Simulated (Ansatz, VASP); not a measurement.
**Two plane-wave programs on TiO2**

POSCAR

```
TiO2
1.0
    0.0000000000      2.3968272547      2.3968272547
    2.3968272547      0.0000000000      2.3968272547
    2.3968272547      2.3968272547      0.0000000000
Ti O
1 2
Direct
    0.0000000000      0.0000000000      0.0000000000
    0.2500000000      0.2500000000      0.2500000000
    0.7500000000      0.7500000000      0.7500000000
```

File INCAR.step1:

```
ALGO     = Normal         # electronic algorithm
EDIFF    = 1E-4           # SCF threshold, eV
ENCUT    = 520            # plane-wave cutoff, eV
GGA      = PE             # functional
ISMEAR   = 0              # smearing method
LASPH    = T              # aspherical terms in the spheres
LCHARG   = F              # write CHGCAR
LREAL    = F              # projectors in reciprocal space
LWAVE    = T              # write WAVECAR
NBANDS   = 19             # bands
NELM     = 100            # most SCF steps
PREC     = Accurate       # precision mode
SIGMA    = 0.01           # smearing width, eV
```

INCAR.step2

```
ALGO     = Normal         # electronic algorithm
EDIFF    = 1E-7           # SCF threshold, eV
ENCUT    = 520            # plane-wave cutoff, eV
ISIF     = 2              # what is computed and relaxed
ISMEAR   = 0              # smearing method
ISTART   = 1            
LASPH    = T              # aspherical terms in the spheres
LCHARG   = F              # write CHGCAR
LMIXTAU  = T            
LREAL    = F              # projectors in reciprocal space
LWAVE    = F              # write WAVECAR
METAGGA  = R2SCAN         # meta-GGA
NBANDS   = 19             # bands
NELM     = 100            # most SCF steps
PREC     = Accurate       # precision mode
SIGMA    = 0.01           # smearing width, eV
```

File KPOINTS:

```
k-points
0
Gamma
  10 10 10
```

Input for Ansatz:

```yaml
crystal:
  lattice:
    - [0.0, 2.3968272547, 2.3968272547]
    - [2.3968272547, 0.0, 2.3968272547]
    - [2.3968272547, 2.3968272547, 0.0]
  atoms:
    - { symbol: Ti, position: [0.0, 0.0, 0.0] }
    - { symbol: O, position: [0.25, 0.25, 0.25] }
    - { symbol: O, position: [0.75, 0.75, 0.75] }
kpoints:
  mp_grid: { grid: [10, 10, 10] }
  band_path:
    path:
      - [0.0, 0.0, 0.0]
      - [0.5, 0.0, 0.5]
      - [0.625, 0.25, 0.625]
      - [0.375, 0.375, 0.75]
      - [0.5, 0.5, 0.5]
      - [0.5, 0.25, 0.75]
      - [0.0, 0.5, 0.5]
    npoints: 1
hamiltonian:
  xc: r2scan
scf:
  occupations: { method: fixed }
  n_extra_bands: 4
output:
  forces: true
  stress: true
  eigenvalues: true
  write_density: true
  write_potential: true
  elf: true
  volumetric_format: npy
```

Alike in both runs: task single point; functional r2SCAN; k mesh 10 × 10 × 10; no spin polarisation.

|  | VASP | Ansatz |
| --- | --- | --- |
| version | VASP 6.6.1 | Ansatz 0.2.0 |
| potentials or method | VASP PAW PBE potentials, release 64 (Ti_sv, O) | plane waves, PAW |
| plane-wave cutoff (eV) | 520 | 500 |
| occupations | gaussian, width 0.01 eV | fixed |
| valence electrons in the cell | 24 | 24 |

Ansatz gave:

| Property | Result |
| --- | --- |
| gap on the k mesh at the Fermi level (eV) | 1.51 |
| pressure (GPa) | 0.0 |

**Question.** Estimate VASP's values.

**Answer.** gap on the k mesh at the Fermi level (eV): 1.55; pressure (GPa): 1.5.

VASP's potentials were made for PBE, not for r2SCAN.
